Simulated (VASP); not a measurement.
Here is a VASP 6.6.1 calculation.

Contents of INCAR:

```
SYSTEM = ZrNbSe3
PREC = Accurate
ENCUT = 520
EDIFF = 1E-6
ISMEAR = 0
SIGMA = 0.1
LREAL = .FALSE.
LASPH = .TRUE.
NELM = 150
ALGO = Normal
ISIF = 2
LWAVE = .FALSE.
LCHARG = .FALSE.
ISPIN = 2
MAGMOM = 0.45 2.66 -0.06 -0.06 -0.06
LORBIT = 11
LMAXMIX = 4
GGA = PE
NBANDS = 34
```

Contents of KPOINTS:

```
Automatic mesh
0
G
  3 3 2
  0 0 0
```

The input POSCAR:

```
ZrNbSe3
1.0
    5.7017594060      0.0000000000      0.0000000000
   -2.8508797030      4.9378684919      0.0000000000
    0.0000000000      0.0000000000      5.6667297331
Zr Nb Se
1 1 3
Direct
    0.0000000000      0.0000000000      0.0000000000
    0.0000000000      0.0000000000      0.5000000000
    0.5000000000      0.0000000000      0.0000000000
    0.0000000000      0.5000000000      0.0000000000
    0.5000000000      0.5000000000      0.0000000000
```

Potentials or basis: VASP PAW PBE potentials, release 64 (Zr_sv, Nb_sv, Se).

Launch:

```sh
$ cat potpaw_PBE.64/Zr_sv/POTCAR potpaw_PBE.64/Nb_sv/POTCAR potpaw_PBE.64/Se/POTCAR > POTCAR
$ mpirun -np 1 vasp_std > vasp.out
```

(1) What does it give for the site moments?

(2) Estimate the net moment.

(3) What does it give for the pressure?

## Answers

(1) Zr +0.44; Nb +2.47; Se -0.05 μB.

(2) 4.24 μB per cell.

(3) 0.0 GPa.

Caveat: the k points lie up to 0.55 Å⁻¹ apart.
